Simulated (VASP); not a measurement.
# Zr: single point with PBE

Zr:

```
Zr
1.0
     3.23147    0.00000    0.00000
    -1.61574    2.79854    0.00000
     0.00000    0.00000    5.17177
Zr
2
Cartesian
  0.0000 1.8657 1.2929
  1.6157 0.9328 3.8788
```

* Program: VASP 6.6.1
* Task: single point
* Functional: PBE
* Potentials or basis: VASP PAW PBE potentials, release 64 (Zr_sv)
* Cutoff: 520 eV
* k mesh: 15 × 15 × 8
* Occupations: fermi-dirac, width 0.05 eV
* Spin: no spin polarisation
* Dipole correction: no
* k mesh for the DOS: 23 × 23 × 12
* Occupations for the DOS: tetrahedron
* Further INCAR settings: ALGO = Normal; EDIFF = 1e-06; NBANDS = 19

```json
{
 "Valence electrons inside the program's atomic spheres": "Zr 9.81"
}
```

Levels at points of the mesh, in eV from the Fermi level:
```tsv
k point	band 9	band 10	band 11	band 12	band 13	band 14	band 15	band 16
(0.00, 0.00, 0.00)	-5.68	-3.05	0.85	0.85	0.94	1.09	1.52	1.52
(0.00, 0.00, 0.50)	-3.98	-3.98	0.00	0.00	0.76	0.76	0.76	0.76
```

Wall time 5.2 min on 1 thread of Intel Xeon 8259CL (shared host), peak memory 0.38 GiB.
